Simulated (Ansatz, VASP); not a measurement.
TaSi2: VASP beside Ansatz

```
CELL_PARAMETERS angstrom
3.32459 0.00000 0.00000
0.00000 3.32459 0.00000
0.00000 0.00000 4.94949
ATOMIC_POSITIONS crystal
Ta 0.00000 0.00000 0.00000
Si 0.00000 0.00000 0.50000
Si 0.50000 0.50000 0.50000
```

Alike in both runs: task relaxation of cell and atoms; functional PBE; k mesh 14 × 14 × 10; occupations gaussian, width 0.1 eV; no spin polarisation.

|  | VASP | Ansatz |
| --- | --- | --- |
| version | VASP 6.6.1 | Ansatz 0.2.0 |
| potentials or method | VASP PAW PBE potentials, release 64 (Ta_pv, Si), cutoff 600 eV | scalar-relativistic, plane waves, PAW |
| valence electrons in the cell | 19 | 21 |

|  | VASP | Ansatz | Ansatz less VASP |
| --- | --- | --- | --- |
| gap on the k mesh at the Fermi level, each at its own relaxed structure (eV) | none | none | - |
| relaxed volume (Å³/atom) | 18.31 | 18.32 | +0.012 |
| relaxed cell length with the largest relative difference (Å) | 3.337 | 3.338 | +0.0008 |

A gap of «none» marks a metal or a gap that the smearing closes. VASP's potentials hold 19 valence electrons a cell and Ansatz's 21, so a difference there can come from the potentials and not from the codes.

Spin-orbit coupling is off throughout.
